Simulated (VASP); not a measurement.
# BaTiO3 in VASP: further runs

Runs on BaTiO3. Level: LDA. Tasks: single point.

Everything below comes from runs of VASP 6.6.1. Logs are shortened: lines on timing, memory, paths and dates and some standing lists are left out, and cuts for length are marked.

### 1 The cell of the first run

It takes space group P4/mmm (No. 123, tetragonal). The conventional cell has a = 4.006 Å, b = 4.006 Å, c = 3.806 Å, α = 90.00°, β = 90.00°, γ = 90.00°. Within 3.6 Å of Ba (site symmetry 4/mmm) lie 12 O at 2.76 to 2.83 Å and 8 Ti at 3.41 Å. Within 2.5 Å of Ti (site symmetry 4/mmm) lie 6 O at 1.90 to 2.00 Å. Within 2.9 Å of O (site symmetry mmm) lie 2 Ti at 2.00 Å and 4 Ba at 2.76 Å and 8 O at 2.76 to 2.83 Å. O (site symmetry 4/mmm) has 2 Ti at 1.90 Å within 2.5 Å.

### 2 Single point, LDA

The input, INCAR:

```
SYSTEM = BaTiO3
  PREC = Accurate
  ENCUT = 1340
  EDIFF = 1E-6
  ISMEAR = -1
  SIGMA = 0.02
  LREAL = .False.
  LASPH = .True.
  NELM = 120
  ALGO = Normal
  ISIF = 2
  LWAVE = .False.
  LCHARG = .True.
  LELF = .True.
  LVHAR = .True.
  NBANDS = 28
  GGA_COMPAT = .False.
```

The input, KPOINTS:

```
Automatic mesh
0
Gamma
  6 6 6
  0 0 0
```

The input, POSCAR:

```
BaTiO3
1.0
    4.0060000000      0.0000000000      0.0000000000
    0.0000000000      4.0060000000      0.0000000000
    0.0000000000      0.0000000000      3.8057000000
Ba Ti O
1 1 3
Direct
    0.5000000000      0.5000000000      0.5000000000
    0.0000000000      0.0000000000      0.0000000000
    0.5000000000      0.0000000000      0.0000000000
    0.0000000000      0.5000000000      0.0000000000
    0.0000000000      0.0000000000      0.5000000000
```

Potentials or basis: VASP PAW LDA potentials, release 64 (Ba_sv, Ti_sv, O_h).

Started as:

```
cat potpaw_LDA.64/Ba_sv/POTCAR potpaw_LDA.64/Ti_sv/POTCAR potpaw_LDA.64/O_h/POTCAR > POTCAR
mpirun -np 1 vasp_std > vasp.out
```

OUTCAR:

```text
SYSTEM = BaTiO3
   PREC = Accurate
   ENCUT = 1340
   EDIFF = 1E-6
   ISMEAR = -1
   LREAL = .False.
   LASPH = .True.
   NELM = 120
   ISIF = 2

 ion  position               nearest neighbor table
   1  0.500  0.500  0.500-   3 2.76   4 2.76   3 2.76   4 2.76   3 2.76   3 2.76   4 2.76   4 2.76
                             5 2.83   5 2.83   5 2.83   5 2.83   2 3.41   2 3.41   2 3.41   2 3.41
   2  0.000  0.000  0.000-   5 1.90   5 1.90   3 2.00   4 2.00   4 2.00   3 2.00   1 3.41   1 3.41
                             1 3.41   1 3.41   1 3.41   1 3.41   1 3.41   1 3.41
   3  0.500  0.000  0.000-   2 2.00   2 2.00   1 2.76   1 2.76   1 2.76   1 2.76
   4  0.000  0.500  0.000-   2 2.00   2 2.00   1 2.76   1 2.76   1 2.76   1 2.76
   5  0.000  0.000  0.500-   2 1.90   2 1.90   1 2.83   1 2.83   1 2.83   1 2.83

  LATTYP: Found a simple tetragonal cell.
 ALAT       =     4.0060000000
 C/A-ratio  =     0.9500000000

  Lattice vectors:

 A1 = (   4.0060000000,   0.0000000000,   0.0000000000)
 A2 = (   0.0000000000,   4.0060000000,   0.0000000000)
 A3 = (   0.0000000000,   0.0000000000,   3.8057000000)

Analysis of symmetry for initial positions (statically):
=====================================================================
 Subroutine PRICEL returns:
 Original cell was already a primitive cell.

 Routine SETGRP: Setting up the symmetry group for a
 simple tetragonal supercell.

 Subroutine GETGRP returns: Found 16 space group operations
 (whereof 16 operations were pure point group operations)
 out of a pool of 16 trial point group operations.

The static configuration has the point symmetry D_4h.

Analysis of symmetry for dynamics (positions and initial velocities):
=====================================================================
 Subroutine PRICEL returns:
 Original cell was already a primitive cell.

 Routine SETGRP: Setting up the symmetry group for a
 simple tetragonal supercell.

 Subroutine GETGRP returns: Found 16 space group operations
 (whereof 16 operations were pure point group operations)
 out of a pool of 16 trial point group operations.

The dynamic configuration has the point symmetry D_4h.

 Subroutine INISYM returns: Found 16 space group operations
 (whereof 16 operations are pure point group operations),
 and found     1 'primitive' translations

----------------------------------------------------------------------------------------

                                     Primitive cell

  volume of cell :      61.0740

  direct lattice vectors                    reciprocal lattice vectors
     4.006000000  0.000000000  0.000000000     0.249625562  0.000000000  0.000000000
     0.000000000  4.006000000  0.000000000     0.000000000  0.249625562  0.000000000
     0.000000000  0.000000000  3.805700000     0.000000000  0.000000000  0.262763749

  length of vectors
     4.006000000  4.006000000  3.805700000     0.249625562  0.249625562  0.262763749

  position of ions in fractional coordinates (direct lattice)
     0.500000000  0.500000000  0.500000000
     0.000000000  0.000000000  0.000000000
     0.500000000  0.000000000  0.000000000
     0.000000000  0.500000000  0.000000000
     0.000000000  0.000000000  0.500000000

  ion indices of the primitive-cell ions
   primitive index   ion index
                 1           1
                 2           2
                 3           3
                 4           4
                 5           5

----------------------------------------------------------------------------------------

 KPOINTS: Automatic mesh

Automatic generation of k-mesh.
 Grid dimensions read from file:
 generate k-points for:    6    6    6

 Generating k-lattice:

  Cartesian coordinates                     Fractional coordinates (reciprocal lattice)
     0.041604260  0.000000000  0.000000000     0.166666667  0.000000000  0.000000000
     0.000000000  0.041604260  0.000000000     0.000000000  0.166666667  0.000000000
     0.000000000  0.000000000  0.043793958     0.000000000  0.000000000  0.166666667

  Length of vectors
     0.041604260  0.041604260  0.043793958

  Shift w.r.t. Gamma in fractional coordinates (k-lattice)
     0.000000000  0.000000000  0.000000000

 Subroutine IBZKPT returns following result:
 ===========================================

 Found     40 irreducible k-points:

 Following reciprocal coordinates:
            Coordinates               Weight
  0.000000  0.000000  0.000000      1.000000
  0.166667  0.000000  0.000000      4.000000
  0.333333  0.000000  0.000000      4.000000
  0.500000  0.000000  0.000000      2.000000
  0.166667  0.166667  0.000000      4.000000
  0.333333  0.166667  0.000000      8.000000
[... 16 lines left out ...]
  0.333333  0.000000  0.333333      8.000000
  0.500000  0.000000  0.333333      4.000000
 [... further k-points ...]
   k-points           NKPTS =     40   k-points in BZ     NKDIM =     40   number of bands    NBANDS=     28
   number of dos      NEDOS =    301   number of ions     NIONS =      5
   total plane-waves  NPLWV = 110592
   dimension x,y,z NGX =    48 NGY =   48 NGZ =   48
   dimension x,y,z NGXF=    96 NGYF=   96 NGZF=   96
   ions per type =               1   1   3
   NGX,Y,Z   is equivalent  to a cutoff of  19.92, 19.92, 20.97 a.u.
   NGXF,Y,Z  is equivalent  to a cutoff of  39.84, 39.84, 41.94 a.u.
 SYSTEM =  BaTiO3
   PREC   = accura    normal or accurate (medium, high low for compatibility)
   ISTART =      0    job   : 0-new  1-cont  2-samecut
   ICHARG =      2    charge: 1-file 2-atom 10-const
   ISPIN  =      1    spin polarized calculation?
   LNONCOLLINEAR =      F non collinear calculations
   LSORBIT =      F    spin-orbit coupling
   LASPH  =      T    aspherical Exc in radial PAW
   ENCUT  = 1340.0 eV  98.49 Ry    9.92 a.u.  11.96 11.96 11.36*2*pi/ulx,y,z
   NELM   =    120;   NELMIN=  2; NELMDL= -5     # of ELM steps
   EDIFF  = 0.1E-05   stopping-criterion for ELM
   LREAL  =      F    real-space projection
   EDIFFG = 0.1E-04   stopping-criterion for IOM
   NSW    =      0    number of steps for IOM
   IBRION =     -1    ionic relax: 0-MD 1-quasi-New 2-CG
   NFREE  =      0    steps in history (QN), initial steepest desc. (CG)
   ISIF   =      2    stress and relaxation
   ISYM   =      2    0-nonsym 1-usesym 2-fastsym
   POTIM  = 0.5000    time-step for ionic-motion
   TEBEG  =    0.0;   TEEND  =   0.0 temperature during run
   PSTRESS=    0.0 pullay stress
   NELECT =      40.0000    total number of electrons
   NUPDOWN=      -1.0000    fix difference up-down
   EMIN   =  10.00;   EMAX   =-10.00  energy-range for DOS
   EFERMI =   0.00;   METHOD = LEGACY
   ISMEAR =    -1;   SIGMA  =   0.02  broadening in eV -4-tet -1-fermi 0-gaus
   EFERMI_NEDOS =   21; number of points for ismear=-14 and -15
   IALGO  =     38    algorithm
   IMIX   =      4    mixing-type and parameters
     AMIX     =   0.40;   BMIX     =  1.00
     AMIX_MAG =   1.60;   BMIX_MAG =  1.00
  volume/ion in A,a.u.               =      12.21        82.43
  Fermi-wavevector in a.u.,A,eV,Ry     =   1.421705  2.686632 27.500691  2.021244
  Thomas-Fermi vector in A             =   2.542486
   LORBIT       =      0    0 simple, 1 ext, 2 COOP (PROOUT), +10 PAW based schemes
   GGA     = CA    functional components
   LHFCALC =     F    Hartree Fock is set to
   AEXX    =    0.0000 exact exchange contribution
   IVDW    =     0    specifies the selected vdW correction
   LEPSILON=     F    determine dielectric tensor
   LRPA    =     F    only Hartree local field effects (RPA)
 non-spin polarized calculation
  energy-cutoff  :     1340.00
  volume of cell :       61.07
 maximum number of plane-waves:      6828
 NGX is ok and might be reduce to    48
   NGX = 23   NGY = 23   NGZ = 23

 number of electron      39.9999998 magnetization

 Free energy of the ion-electron system (eV)
  ---------------------------------------------------
  ext. energy  EPLUGINS =         0.00000000
  ---------------------------------------------------
  free energy    TOTEN  =       -44.09772939 eV

  energy without entropy =      -44.09772939  energy(sigma->0) =      -44.09772939

 E-fermi :   4.8241     XC(G=0): -11.9917

 val. band max:        4.3538013898   @ k =   0.5000   0.5000   0.5000
 cond. band min:       5.9763439097   @ k =   0.0000   0.0000   0.0000
 fundamental gap:      1.6225425199
 Fermi energy:         4.8241384056

 k-point     1 :       0.0000    0.0000    0.0000
  band No.  band energies     occupation
      1     -51.3785      2.00000
      2     -28.0647      2.00000
      3     -28.0078      2.00000
      4     -28.0078      2.00000
      5     -20.2687      2.00000
      6     -12.4853      2.00000
[... 20 lines left out ...]
     27       9.5342      0.00000
     28      12.0878      0.00000

 k-point     2 :       0.1667    0.0000    0.0000
  band No.  band energies     occupation
      1     -51.3782      2.00000
      2     -28.0642      2.00000
      3     -28.0220      2.00000
      4     -28.0072      2.00000
      5     -20.2333      2.00000
      6     -12.5533      2.00000
[... 20 lines left out ...]
     27      10.0647      0.00000
     28      12.7139      0.00000

 k-point     3 :       0.3333    0.0000    0.0000
  band No.  band energies     occupation
      1     -51.3777      2.00000
      2     -28.0630      2.00000
      3     -28.0502      2.00000
      4     -28.0061      2.00000
      5     -20.1607      2.00000
      6     -12.7416      2.00000
[... 20 lines left out ...]
     27      11.2635      0.00000
     28      12.8735      0.00000

 k-point     4 :       0.5000    0.0000    0.0000
  band No.  band energies     occupation
      1     -51.3774      2.00000
      2     -28.0641      2.00000
      3     -28.0625      2.00000
      4     -28.0055      2.00000
      5     -20.1235      2.00000
      6     -12.8491      2.00000
[... 578 lines left out ...]
     27      11.8218      0.00000
     28      12.9474      0.00000

 k-point    23 :       0.3333    0.0000    0.3333
  band No.  band energies     occupation
      1     -51.3759      2.00000
      2     -28.1390      2.00000
      3     -28.0454      2.00000
      4     -28.0028      2.00000
      5     -20.0480      2.00000
      6     -12.2458      2.00000
[... 20 lines left out ...]
     27      13.1063      0.00000
     28      13.2333      0.00000

 k-point    24 :       0.5000    0.0000    0.3333
  band No.  band energies     occupation
      1     -51.3757      2.00000
      2     -28.1380      2.00000
      3     -28.0589      2.00000
      4     -28.0022      2.00000
      5     -20.0234      2.00000
      6     -12.2146      2.00000
[... 20 lines left out ...]
     27      12.8414      0.00000
     28      14.0935      0.00000

 [... further k-points ...]

------------------------ aborting loop because EDIFF is reached ----------------------------------------

  FORCE on cell =-STRESS in cart. coord.  units (eV):
  Direction    XX          YY          ZZ          XY          YZ          ZX
  --------------------------------------------------------------------------------------
  -------------------------------------------------------------------------------------
  Total       -0.6807076     -0.6807076      4.2488721      0.0000000      0.0000000      0.0000000
  in kB      -17.8572561    -17.8572561    111.4622475      0.0000000      0.0000000      0.0000000
  external PRESSURE =      25.2492451 kB  Pullay stress =       0.0000000 kB

 VOLUME and BASIS-vectors are now :
 -----------------------------------------------------------------------------
  energy-cutoff  :     1340.00
  volume of cell :       61.07
      direct lattice vectors                 reciprocal lattice vectors
     4.006000000  0.000000000  0.000000000     0.249625562  0.000000000  0.000000000
     0.000000000  4.006000000  0.000000000     0.000000000  0.249625562  0.000000000
     0.000000000  0.000000000  3.805700000     0.000000000  0.000000000  0.262763749

 POSITION                                       TOTAL-FORCE (eV/Angst)
 -----------------------------------------------------------------------------------
      2.00300      2.00300      1.90285         0.000000      0.000000      0.000000
      0.00000      0.00000      0.00000         0.000000      0.000000      0.000000
      2.00300      0.00000      0.00000         0.000000      0.000000      0.000000
      0.00000      2.00300      0.00000         0.000000      0.000000      0.000000
      0.00000      0.00000      1.90285         0.000000      0.000000      0.000000
 -----------------------------------------------------------------------------------
    total drift:                                0.000000      0.000000      0.000000

  FREE ENERGIE OF THE ION-ELECTRON SYSTEM (eV)
  ---------------------------------------------------
  free  energy   TOTEN  =       -44.0977293911 eV

  energy  without entropy=      -44.0977293911  energy(sigma->0) =      -44.09772939
```

It took 2.2 min on 1 thread of AMD EPYC 9R45 (Zen 5), shared host; peak memory 0.42 GiB.

What came out:

```yaml
Free_energy: -44.0977 eV
Pressure: 2.5 GPa
Band_gap_on_the_k_mesh: 1.62 eV (least direct gap 1.72 eV)
```

Stress tensor (GPa, compression positive):
```
-1.79  0.00  0.00
 0.00 -1.79  0.00
 0.00  0.00 11.15
```

Caveat: the stress differs along the axes, from -2 to 11 GPa; spin-orbit coupling is left out, which moves the levels of the heavy elements.

### 3 Single point, LDA

This run uses another cell than the first one, of 12.86 Å³/atom.

The input, INCAR:

```
SYSTEM = BaTiO3
PREC = Accurate
ENCUT = 1340
EDIFF = 1E-6
ISMEAR = -1
SIGMA = 0.02
LREAL = .FALSE.
LASPH = .TRUE.
NELM = 120
ALGO = Normal
ISIF = 2
LWAVE = .FALSE.
LCHARG = .FALSE.
NBANDS = 28
GGA_COMPAT = .FALSE.
```

The input, KPOINTS:

```
Automatic mesh
0
G
  6 6 6
  0 0 0
```

POSCAR, as its differences from that of step 2:

```diff
@@ -4,3 +4,3 @@
     0.0000000000      4.0060000000      0.0000000000
-    0.0000000000      0.0000000000      3.8057000000
+    0.0000000000      0.0000000000      4.0060000000
 Ba Ti O
```

Potentials or basis: VASP PAW LDA potentials, release 64 (Ba_sv, Ti_sv, O_h).

Started as:

```
cat potpaw_LDA.64/Ba_sv/POTCAR potpaw_LDA.64/Ti_sv/POTCAR potpaw_LDA.64/O_h/POTCAR > POTCAR
mpirun -np 1 vasp_std > vasp.out
```

It took 2.5 min on 1 thread of Intel Xeon 6975P-C (Granite Rapids), shared host; peak memory 0.38 GiB.

It converged, with:

* Free energy: -44.1242 eV
* Pressure: -7.5 GPa
* Band gap on the k mesh: 1.66 eV (least direct gap 1.80 eV)

Levels at points of the mesh, in eV from the valence-band top:
```csv
k point,band 17,band 18,band 19,band 20,band 21,band 22,band 23,band 24
"(0.00, 0.00, 0.00)",-1.11,-0.14,-0.14,-0.14,1.66,1.66,1.66,3.93
"(0.50, 0.00, 0.00)",-1.86,-1.86,-0.72,-0.72,1.82,3.45,3.45,3.94
"(0.50, 0.50, 0.00)",-1.73,-0.87,-0.87,-0.09,3.46,3.46,3.86,4.78
"(0.50, 0.50, 0.50)",-2.41,0.00,0.00,0.00,4.13,4.13,4.13,6.65
```

Caveat: the cell stands under tension; spin-orbit coupling is left out, which moves the levels of the heavy elements. A k mesh can miss the band edges.
